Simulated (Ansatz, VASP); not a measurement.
# One calculation of Be2P, two programs

```xyz
6
Lattice="-1.5208 1.5208 7.2385 1.5208 -1.5208 7.2385 1.5208 1.5208 -7.2385" Properties=species:S:1:pos:R:3 pbc="T T T"
Be    0.0000    0.0000    6.2269
Be    1.5208    0.0000    2.6076
Be    1.5208    0.0000    4.6309
Be    0.0000    0.0000    8.2501
P     0.0000    0.0000    0.0000
P     0.0000    1.5208    3.6192
```

Alike in both runs: functional PBE; k mesh 16 × 16 × 16; occupations gaussian, width 0.1 eV; no spin polarisation.

Ansatz relaxed the structure, and its values are those at the end. VASP's run is a single point on that final structure, the one shown.

|  | VASP | Ansatz |
| --- | --- | --- |
| version | VASP 6.6.1 | Ansatz 0.2.0 |
| potentials or method | VASP PAW PBE potentials, release 64 (Be, P), cutoff 520 eV | scalar-relativistic, plane waves, PAW |
| valence electrons in the cell | 18 | 18 |

|  | VASP | Ansatz | Ansatz less VASP |
| --- | --- | --- | --- |
| gap on the k mesh at the Fermi level (eV) | none | none | - |
| pressure (GPa) | 0.0 | 0.0 | -0.02 |
| rms of the force components (eV/Å) | 0.004 | 0.000 | -0.0035 |

A gap of «none» marks a metal or a gap that the smearing closes.
